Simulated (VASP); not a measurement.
# Hf12HC12 in VASP: further runs

Hf12HC12 is run at these levels: PBE; tasks: single point.

Program: VASP 6.6.1. These are calculated values, not measurements. Logs are shortened: lines on timing, memory, paths and dates and some standing lists are left out, and cuts for length are marked.

### Step 1. The cell of the first run

The cell holds a slab with vacuum, 25 atoms: a = 6.578 Å, b = 6.578 Å, c = 20.084 Å, α = 90.00°, β = 90.00°, γ = 90.00°.

### Step 2. Single point, PBE

Contents of INCAR:

```
SYSTEM = Hf12HC12
PREC = Accurate
ENCUT = 520
EDIFF = 1E-7
ISMEAR = 0
SIGMA = 0.1
LREAL = Auto
LASPH = .True.
NELM = 60
ALGO = Normal
ISIF = 2
LWAVE = .False.
LCHARG = .False.
LDIPOL = .True.
IDIPOL = 3
DIPOL = 0.5 0.5 0.319
GGA = PE
NBANDS = 102
```

Contents of KPOINTS:

```
regular mesh
0
Gamma
  4 4 1
  0 0 0
```

Contents of POSCAR:

```
Hf12HC12
1.0
    6.5782051141      0.0000000000      0.0000000000
    0.0000000000      6.5782051141      0.0000000000
    0.0000000000      0.0000000000     20.0841322453
Hf C H
12 12 1
Direct
    0.0000000000      0.0000000000      0.1991622018
    0.0000000000      0.5000000000      0.1991622018
    0.5000000000      0.0000000000      0.1991622018
    0.5000000000      0.5000000000      0.1991622018
    0.2500000000      0.2500000000      0.3119533864
    0.2500000000      0.7500000000      0.3119533864
    0.7500000000      0.2500000000      0.3119533864
    0.7500000000      0.7500000000      0.3119533864
    0.0000000000      0.0000000000      0.4231522706
    0.0000000000      0.5000000000      0.4231522706
    0.5000000000      0.0000000000      0.4231522706
    0.5000000000      0.5000000000      0.4231522706
    0.2500000000      0.2500000000      0.1991622018
    0.2500000000      0.7500000000      0.1991622018
    0.7500000000      0.2500000000      0.1991622018
    0.7500000000      0.7500000000      0.1991622018
    0.0000000000      0.0000000000      0.3115316063
    0.0000000000      0.5000000000      0.3115316063
    0.5000000000      0.0000000000      0.3115316063
    0.5000000000      0.5000000000      0.3115316063
    0.2500000000      0.2500000000      0.4274086697
    0.2500000000      0.7500000000      0.4274086697
    0.7500000000      0.2500000000      0.4274086697
    0.7500000000      0.7500000000      0.4274086697
    0.2500000000      0.2500000000      0.4838053213
```

Potentials or basis: VASP PAW PBE potentials, release 64 (Hf_pv, C, H).

Launch:

```bash
$ cat potpaw_PBE.64/Hf_pv/POTCAR potpaw_PBE.64/C/POTCAR potpaw_PBE.64/H/POTCAR > POTCAR
$ mpirun -np 1 vasp_std > vasp.out
```

OUTCAR:

```text
SYSTEM = Hf12HC12
   PREC = Accurate
   ENCUT = 520
   EDIFF = 1E-7
   ISMEAR = 0
   LREAL = Auto
   LASPH = .True.
   NELM = 60
   ISIF = 2
   GGA = PE

 ion  position               nearest neighbor table
   1  0.000  0.000  0.199-  17 2.26  14 2.33  15 2.33  16 2.33  13 2.33   6 3.25   7 3.25   8 3.25
                             5 3.25   3 3.29   2 3.29   2 3.29   3 3.29
   2  0.000  0.500  0.199-  18 2.26  14 2.33  15 2.33  16 2.33  13 2.33   6 3.25   7 3.25   8 3.25
                             5 3.25   4 3.29   1 3.29   1 3.29   4 3.29
   3  0.500  0.000  0.199-  19 2.26  14 2.33  15 2.33  16 2.33  13 2.33   6 3.25   7 3.25   8 3.25
                             5 3.25   4 3.29   1 3.29   4 3.29   1 3.29
   4  0.500  0.500  0.199-  20 2.26  14 2.33  15 2.33  16 2.33  13 2.33   6 3.25   7 3.25   8 3.25
                             5 3.25   3 3.29   2 3.29   3 3.29   2 3.29
   5  0.250  0.250  0.312-  13 2.27  21 2.32  18 2.33  19 2.33  20 2.33  17 2.33  11 3.22  12 3.22
                             9 3.22  10 3.22   3 3.25   4 3.25   1 3.25   2 3.25   6 3.29   7 3.29
   6  0.250  0.750  0.312-  14 2.27  22 2.32  18 2.33  19 2.33  20 2.33  17 2.33  11 3.22  12 3.22
                             9 3.22  10 3.22   3 3.25   4 3.25   1 3.25   2 3.25   5 3.29   8 3.29
   7  0.750  0.250  0.312-  15 2.27  23 2.32  18 2.33  19 2.33  20 2.33  17 2.33  11 3.22  12 3.22
                             9 3.22  10 3.22   3 3.25   4 3.25   1 3.25   2 3.25   5 3.29   8 3.29
   8  0.750  0.750  0.312-  16 2.27  24 2.32  18 2.33  19 2.33  20 2.33  17 2.33  11 3.22  12 3.22
                             9 3.22  10 3.22   3 3.25   4 3.25   1 3.25   2 3.25   6 3.29   7 3.29
   9  0.000  0.000  0.423-  17 2.24  21 2.33  22 2.33  23 2.33  24 2.33   6 3.22   7 3.22   8 3.22
[... 4 lines left out ...]
                             5 3.22  12 3.29   9 3.29  12 3.29   9 3.29
  12  0.500  0.500  0.423-  20 2.24  21 2.33  22 2.33  23 2.33  24 2.33   6 3.22   7 3.22   8 3.22
                             5 3.22  11 3.29  10 3.29  11 3.29  10 3.29
  13  0.250  0.250  0.199-   5 2.27   2 2.33   3 2.33   4 2.33   1 2.33
  14  0.250  0.750  0.199-   6 2.27   2 2.33   3 2.33   4 2.33   1 2.33
  15  0.750  0.250  0.199-   7 2.27   2 2.33   3 2.33   4 2.33   1 2.33
  16  0.750  0.750  0.199-   8 2.27   2 2.33   3 2.33   4 2.33   1 2.33
  17  0.000  0.000  0.312-   9 2.24   1 2.26   6 2.33   7 2.33   8 2.33   5 2.33
  18  0.000  0.500  0.312-  10 2.24   2 2.26   6 2.33   7 2.33   8 2.33   5 2.33
  19  0.500  0.000  0.312-  11 2.24   3 2.26   6 2.33   7 2.33   8 2.33   5 2.33
  20  0.500  0.500  0.312-  12 2.24   4 2.26   6 2.33   7 2.33   8 2.33   5 2.33
  21  0.250  0.250  0.427-  25 1.13   5 2.32  10 2.33  11 2.33  12 2.33   9 2.33
  22  0.250  0.750  0.427-   6 2.32   9 2.33  10 2.33  11 2.33  12 2.33
  23  0.750  0.250  0.427-   7 2.32   9 2.33  10 2.33  11 2.33  12 2.33
  24  0.750  0.750  0.427-   8 2.32   9 2.33  10 2.33  11 2.33  12 2.33
  25  0.250  0.250  0.484-  21 1.13

  LATTYP: Found a simple tetragonal cell.
 ALAT       =     6.5782051141
 C/A-ratio  =     3.0531325638

  Lattice vectors:

 A1 = (   6.5782051141,   0.0000000000,   0.0000000000)
 A2 = (   0.0000000000,   6.5782051141,   0.0000000000)
 A3 = (   0.0000000000,   0.0000000000,  20.0841322453)

Analysis of symmetry for initial positions (statically):
=====================================================================
 Subroutine PRICEL returns:
 Original cell was already a primitive cell.

 Routine SETGRP: Setting up the symmetry group for a
 simple tetragonal supercell.

 Subroutine GETGRP returns: Found  8 space group operations
 (whereof  2 operations were pure point group operations)
 out of a pool of 16 trial point group operations.

The static configuration has the point symmetry C_1h.
 The point group associated with its full space group is C_4v.

Analysis of symmetry for dynamics (positions and initial velocities):
=====================================================================
 Subroutine PRICEL returns:
 Original cell was already a primitive cell.

 Routine SETGRP: Setting up the symmetry group for a
 simple tetragonal supercell.

 Subroutine GETGRP returns: Found  8 space group operations
 (whereof  2 operations were pure point group operations)
 out of a pool of 16 trial point group operations.

The dynamic configuration has the point symmetry C_1h.
 The point group associated with its full space group is C_4v.

 Subroutine INISYM returns: Found  8 space group operations
 (whereof  2 operations are pure point group operations),
 and found     1 'primitive' translations

----------------------------------------------------------------------------------------

                                     Primitive cell

  volume of cell :     869.0963

  direct lattice vectors                    reciprocal lattice vectors
     6.578205114  0.000000000  0.000000000     0.152017151  0.000000000  0.000000000
     0.000000000  6.578205114  0.000000000     0.000000000  0.152017151  0.000000000
     0.000000000  0.000000000 20.084132245     0.000000000  0.000000000  0.049790550

  length of vectors
     6.578205114  6.578205114 20.084132245     0.152017151  0.152017151  0.049790550

  position of ions in fractional coordinates (direct lattice)
     0.000000000  0.000000000  0.199162202
     0.000000000  0.500000000  0.199162202
     0.500000000  0.000000000  0.199162202
     0.500000000  0.500000000  0.199162202
     0.250000000  0.250000000  0.311953386
     0.250000000  0.750000000  0.311953386
[... 17 lines left out ...]
     0.750000000  0.750000000  0.427408670
     0.250000000  0.250000000  0.483805321

  ion indices of the primitive-cell ions
   primitive index   ion index
                 1           1
                 2           2
                 3           3
                 4           4
                 5           5
                 6           6
[... 17 lines left out ...]
                24          24
                25          25

----------------------------------------------------------------------------------------

 KPOINTS: regular mesh

Automatic generation of k-mesh.
 Grid dimensions read from file:
 generate k-points for:    4    4    1

 Generating k-lattice:

  Cartesian coordinates                     Fractional coordinates (reciprocal lattice)
     0.038004288  0.000000000  0.000000000     0.250000000  0.000000000  0.000000000
     0.000000000  0.038004288  0.000000000     0.000000000  0.250000000  0.000000000
     0.000000000  0.000000000  0.049790550     0.000000000  0.000000000  1.000000000

  Length of vectors
     0.038004288  0.038004288  0.049790550

  Shift w.r.t. Gamma in fractional coordinates (k-lattice)
     0.000000000  0.000000000  0.000000000

 Subroutine IBZKPT returns following result:
 ===========================================

 Found      6 irreducible k-points:

 Following reciprocal coordinates:
            Coordinates               Weight
  0.000000  0.000000  0.000000      1.000000
  0.250000  0.000000  0.000000      4.000000
  0.500000  0.000000  0.000000      2.000000
  0.250000  0.250000  0.000000      4.000000
  0.500000  0.250000  0.000000      4.000000
  0.500000  0.500000  0.000000      1.000000
   k-points           NKPTS =      6   k-points in BZ     NKDIM =      6   number of bands    NBANDS=    102
   number of dos      NEDOS =    301   number of ions     NIONS =     25
   total plane-waves  NPLWV = 375000
   dimension x,y,z NGX =    50 NGY =   50 NGZ =  150
   dimension x,y,z NGXF=   100 NGYF=  100 NGZF=  300
   ions per type =              12  12   1
   NGX,Y,Z   is equivalent  to a cutoff of  12.64, 12.64, 12.42 a.u.
   NGXF,Y,Z  is equivalent  to a cutoff of  25.27, 25.27, 24.83 a.u.
 SYSTEM =  Hf12HC12
   PREC   = accura    normal or accurate (medium, high low for compatibility)
   ISTART =      0    job   : 0-new  1-cont  2-samecut
   ICHARG =      2    charge: 1-file 2-atom 10-const
   ISPIN  =      1    spin polarized calculation?
   LNONCOLLINEAR =      F non collinear calculations
   LSORBIT =      F    spin-orbit coupling
   LASPH  =      T    aspherical Exc in radial PAW
   ENCUT  =  520.0 eV  38.22 Ry    6.18 a.u.  12.23 12.23 37.34*2*pi/ulx,y,z
   NELM   =     60;   NELMIN=  2; NELMDL= -5     # of ELM steps
   EDIFF  = 0.1E-06   stopping-criterion for ELM
   LREAL  =      T    real-space projection
   EDIFFG = 0.1E-05   stopping-criterion for IOM
   NSW    =      0    number of steps for IOM
   IBRION =     -1    ionic relax: 0-MD 1-quasi-New 2-CG
   NFREE  =      0    steps in history (QN), initial steepest desc. (CG)
   ISIF   =      2    stress and relaxation
   ISYM   =      2    0-nonsym 1-usesym 2-fastsym
   POTIM  = 0.5000    time-step for ionic-motion
   TEBEG  =    0.0;   TEEND  =   0.0 temperature during run
   PSTRESS=    0.0 pullay stress
   NELECT =     169.0000    total number of electrons
   NUPDOWN=      -1.0000    fix difference up-down
   EMIN   =  10.00;   EMAX   =-10.00  energy-range for DOS
   EFERMI =   0.00;   METHOD = LEGACY
   ISMEAR =     0;   SIGMA  =   0.10  broadening in eV -4-tet -1-fermi 0-gaus
   EFERMI_NEDOS =   21; number of points for ismear=-14 and -15
   IALGO  =     38    algorithm
   IMIX   =      4    mixing-type and parameters
     AMIX     =   0.40;   BMIX     =  1.00
     AMIX_MAG =   1.60;   BMIX_MAG =  1.00
  volume/ion in A,a.u.               =      34.76       234.60
  Fermi-wavevector in a.u.,A,eV,Ry     =   0.948450  1.792311 12.239221  0.899557
  Thomas-Fermi vector in A             =   2.076640
   LORBIT       =      0    0 simple, 1 ext, 2 COOP (PROOUT), +10 PAW based schemes
   GGA     = PE    functional components
   LHFCALC =     F    Hartree Fock is set to
   AEXX    =    0.0000 exact exchange contribution
   IVDW    =     0    specifies the selected vdW correction
   LEPSILON=     F    determine dielectric tensor
   LRPA    =     F    only Hartree local field effects (RPA)
 non-spin polarized calculation
 Gauss-broadening in eV      SIGMA  =   0.10
  energy-cutoff  :      520.00
  volume of cell :      869.10
 maximum number of plane-waves:     23491
 NGX is ok and might be reduce to    50
   NGX = 25   NGY = 25   NGZ = 75

 dipolmoment           0.000000      0.000000      0.161878 electrons x Angstroem

 number of electron     168.9999970 magnetization

 dipolmoment           0.000000      0.000000     -0.087865 electrons x Angstroem

 Free energy of the ion-electron system (eV)
  ---------------------------------------------------
  ext. energy  EPLUGINS =         0.00000000
  ---------------------------------------------------
  free energy    TOTEN  =      -246.53829887 eV

  energy without entropy =     -246.51413104  energy(sigma->0) =     -246.52621495

 E-fermi :  -0.0288     XC(G=0):  -5.1715

 val. band max:       -0.0571401025   @ k =   0.0000   0.0000   0.0000
 cond. band min:       0.2988329486   @ k =   0.5000   0.2500   0.0000
 fundamental gap:      0.3559730511
 Fermi energy:        -0.0288345678

 k-point     1 :       0.0000    0.0000    0.0000
  band No.  band energies     occupation
      1     -30.6266      2.00000
      2     -30.6266      2.00000
      3     -30.6183      2.00000
      4     -30.5440      2.00000
      5     -30.4940      2.00000
      6     -30.4694      2.00000
[... 583 lines left out ...]
     95       2.9570      0.00000
     96       3.0133      0.00000
 [bands above 96 left out]

------------------------ aborting loop because EDIFF is reached ----------------------------------------

 vacuum level on the upper side and lower side of the slab       (xc-potential included)        -0.275         0.077

  FORCE on cell =-STRESS in cart. coord.  units (eV):
  Direction    XX          YY          ZZ          XY          YZ          ZX
  --------------------------------------------------------------------------------------
  -------------------------------------------------------------------------------------
  Total      -14.0607785    -14.0607785     -3.4012749      0.0000000     -0.0000000      0.0000000
  in kB      -25.9210182    -25.9210182     -6.2702437      0.0000000     -0.0000000      0.0000000
  external PRESSURE =     -19.3707600 kB  Pullay stress =       0.0000000 kB

 VOLUME and BASIS-vectors are now :
 -----------------------------------------------------------------------------
  energy-cutoff  :      520.00
  volume of cell :      869.10
      direct lattice vectors                 reciprocal lattice vectors
     6.578205114  0.000000000  0.000000000     0.152017151  0.000000000  0.000000000
     0.000000000  6.578205114  0.000000000     0.000000000  0.152017151  0.000000000
     0.000000000  0.000000000 20.084132245     0.000000000  0.000000000  0.049790550

 POSITION                                       TOTAL-FORCE (eV/Angst)
 -----------------------------------------------------------------------------------
      0.00000      0.00000      4.00000         0.024441      0.024441      0.852287
      0.00000      3.28910      4.00000         0.024441     -0.024441      0.852287
      3.28910      0.00000      4.00000        -0.024441      0.024441      0.852287
      3.28910      3.28910      4.00000        -0.024441     -0.024441      0.852287
      1.64455      1.64455      6.26531        -0.000000      0.000000     -0.353618
      1.64455      4.93365      6.26531        -0.000000      0.000000     -0.134440
[... 17 lines left out ...]
      4.93365      4.93365      8.58413        -0.000000      0.000000      0.078814
      1.64455      1.64455      9.71681        -0.000000      0.000000      0.025241
 -----------------------------------------------------------------------------------
    total drift:                                0.000000      0.000000     -0.021565

  FREE ENERGIE OF THE ION-ELECTRON SYSTEM (eV)
  ---------------------------------------------------
  free  energy   TOTEN  =      -246.5382988719 eV

  energy  without entropy=     -246.5141310377  energy(sigma->0) =     -246.52621495

 vacuum level on the upper side and lower side of the slab         3.105         3.462
```

Run time: 22 min. Hardware: 1 thread of AMD EPYC 9R14 (Zen 4), shared host; peak memory 0.91 GiB.

What came out:

```yaml
Free_energy: -246.5383 eV
Largest_force: 1.208 eV/Å
Band_gap_on_the_k_mesh: zero (an odd number of electrons rules out a gap without spin polarisation)
```

Forces in eV/Å, atoms in the order of the input:
```
Hf   0.024  0.024  0.852
Hf   0.024 -0.024  0.852
Hf  -0.024  0.024  0.852
Hf  -0.024 -0.024  0.852
Hf   0.000  0.000 -0.354
Hf   0.000  0.000 -0.134
Hf   0.000  0.000 -0.134
Hf   0.000  0.000 -0.086
Hf  -0.766 -0.766 -0.533
Hf  -0.766  0.766 -0.533
Hf   0.766 -0.766 -0.533
Hf   0.766  0.766 -0.533
C    0.000  0.000 -0.710
C    0.000  0.000 -0.782
C    0.000  0.000 -0.782
C    0.000  0.000 -0.680
C    0.073  0.073  0.323
C    0.073 -0.073  0.323
C   -0.073  0.073  0.323
C   -0.073 -0.073  0.323
C    0.000  0.000  0.513
C    0.000  0.000  0.237
C    0.000  0.000  0.237
C    0.000  0.000  0.079
H    0.000  0.000  0.025
```

Caveat: spin-orbit coupling is left out, which moves the levels of the heavy elements.

### Step 3. Single point, PBE

Contents of INCAR:

```
SYSTEM = Hf12HC12
ALGO = Normal ; DIPOL = 0.5 0.5 0.320
EDIFF = 1E-7 ; ENCUT = 520
GGA = PE ; IDIPOL = 3
ISIF = 2 ; ISMEAR = 0
LASPH = .TRUE. ; LCHARG = .FALSE.
LDIPOL = .TRUE. ; LREAL = Auto
LWAVE = .FALSE. ; NBANDS = 102
NELM = 60 ; PREC = Accurate
SIGMA = 0.1
```

Contents of KPOINTS:

```
k-points
0
G
  4 4 1
  0 0 0
```

Changes to POSCAR since step 2:

```diff
@@ -32,2 +32,2 @@
     0.7500000000      0.7500000000      0.4274086697
-    0.2500000000      0.2500000000      0.4838053213
+    0.5000000000      0.5000000000      0.5204840771
```

Potentials or basis: VASP PAW PBE potentials, release 64 (Hf_pv, C, H).

Launch:

```bash
$ cat potpaw_PBE.64/Hf_pv/POTCAR potpaw_PBE.64/C/POTCAR potpaw_PBE.64/H/POTCAR > POTCAR
$ mpirun -np 1 vasp_std > vasp.out
```

It took 20 min on 1 thread of AMD EPYC 9R14 (Zen 4), shared host; peak memory 0.91 GiB.

It converged, with:

```yaml
Free_energy: -244.7456 eV
Largest_force: 2.263 eV/Å
Band_gap_on_the_k_mesh: zero (an odd number of electrons rules out a gap without spin polarisation)
```

Forces on the atoms (eV/Å):
```
Hf   0.000  0.000  0.810
Hf   0.000  0.000  0.619
Hf   0.000  0.000  0.619
Hf   0.000  0.000  0.488
Hf  -0.007 -0.007  0.112
Hf  -0.007  0.007  0.112
Hf   0.007 -0.007  0.112
Hf   0.007  0.007  0.112
Hf   0.000  0.000  0.183
Hf   0.000  0.000  0.488
Hf   0.000  0.000  0.488
Hf   0.000  0.000  2.263
C    0.013  0.013 -0.600
C    0.013 -0.013 -0.600
C   -0.013  0.013 -0.600
C   -0.013 -0.013 -0.600
C    0.000  0.000 -0.318
C    0.000  0.000 -0.166
C    0.000  0.000 -0.166
C    0.000  0.000 -0.914
C   -0.303 -0.303 -0.613
C   -0.303  0.303 -0.613
C    0.303 -0.303 -0.613
C    0.303  0.303 -0.613
H    0.000  0.000  0.009
```

Levels at points of the mesh, in eV from the Fermi level:
```
           k point  band 80  band 81  band 82  band 83  band 84  band 85  band 86  band 87  band 88  band 89
(0.00, 0.00, 0.00)    -0.26    -0.21    -0.06     0.08     0.08     0.16     0.16     0.55     1.03     1.03
(0.50, 0.00, 0.00)    -1.36    -1.26    -1.22    -1.09    -1.05    -0.29     0.88     0.94     1.83     1.86
(0.50, 0.50, 0.00)    -1.18    -0.82    -0.77    -0.77    -0.77     0.06     0.80     0.83     0.90     0.90
```

Caveat: spin-orbit coupling is left out, which moves the levels of the heavy elements.
